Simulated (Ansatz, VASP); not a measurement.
# Si2Mo: VASP beside Ansatz

The input POSCAR:

```
Si2Mo
1.0
   -1.5951907422      1.5951907422      3.9106688840
    1.5951907422     -1.5951907422      3.9106688840
    1.5951907422      1.5951907422     -3.9106688840
Si Mo
2 1
Direct
    0.6649355265      0.6649355265      0.0000000000
    0.3350644735      0.3350644735      0.0000000000
    0.0000000000      0.0000000000      0.0000000000
```

File INCAR.step1:

```
SYSTEM = Si2Mo
PREC = Accurate
ENCUT = 520
ISMEAR = 0
SIGMA = 0.1
LREAL = .FALSE.
LASPH = .TRUE.
NELM = 80
NBANDS = 18
GGA = PE
ALGO = Normal
EDIFF = 1E-4
LWAVE = .TRUE.
LCHARG = .FALSE.
```

Contents of INCAR.step2:

```
SYSTEM = Si2Mo
PREC = Accurate
ENCUT = 520
EDIFF = 1E-6
ISMEAR = 0
SIGMA = 0.1
LREAL = .FALSE.
LASPH = .TRUE.
NELM = 80
ALGO = Normal
ISIF = 2
LWAVE = .FALSE.
LCHARG = .TRUE.
METAGGA = R2SCAN
LMIXTAU = .TRUE.
LELF = .TRUE.
LVHAR = .TRUE.
NBANDS = 18
ISTART = 1
```

The input KPOINTS:

```
Automatic mesh
0
G
  18 18 18
  0 0 0
```

Input for Ansatz:

```yaml
crystal:
  lattice:
    - [-1.5951907422, 1.5951907422, 3.910668884]
    - [1.5951907422, -1.5951907422, 3.910668884]
    - [1.5951907422, 1.5951907422, -3.910668884]
  atoms:
    - { symbol: Si, position: [0.6649355265, 0.6649355265, 0.0] }
    - { symbol: Si, position: [0.3350644735, 0.3350644735, 0.0] }
    - { symbol: Mo, position: [0.0, 0.0, 0.0] }
basis:
  ecutwfc: 500
kpoints:
  mp_grid: { grid: [18, 18, 18] }
hamiltonian:
  xc: r2scan
  pseudopotentials: { kind: paw, azcp: { folder: soft_1 } }
scf:
  occupations: { method: gaussian, width: 0.1 }
output:
  forces: true
  stress: true
  eigenvalues: true
```

Alike in both runs: task single point; functional r2SCAN; k mesh 18 × 18 × 18; occupations gaussian, width 0.1 eV; no spin polarisation.

|  | VASP | Ansatz |
| --- | --- | --- |
| version | VASP 6.6.1 | Ansatz 0.2.0 |
| potentials or method | VASP PAW PBE potentials, release 64 (Si, Mo_sv), cutoff 520 eV | scalar-relativistic, plane waves, PAW |
| valence electrons in the cell | 22 | 22 |

|  | VASP | Ansatz | Ansatz less VASP |
| --- | --- | --- | --- |
| gap on the k mesh at the Fermi level (eV) | none | none | - |
| pressure (GPa) | 1.8 | 1.5 | -0.33 |
| traceless stress, the component that is largest in VASP (GPa) | -0.97 | -0.93 | +0.040 |
| rms of the force components (eV/Å) | 0.006 | 0.010 | +0.0038 |

VASP's potentials were made for PBE, not for r2SCAN. Atom by atom the forces differ by 0.004 eV/Å (rms over components). A gap of «none» marks a metal or a gap that the smearing closes. The functional is the same, so the differences come from potentials, cutoffs and numerics.
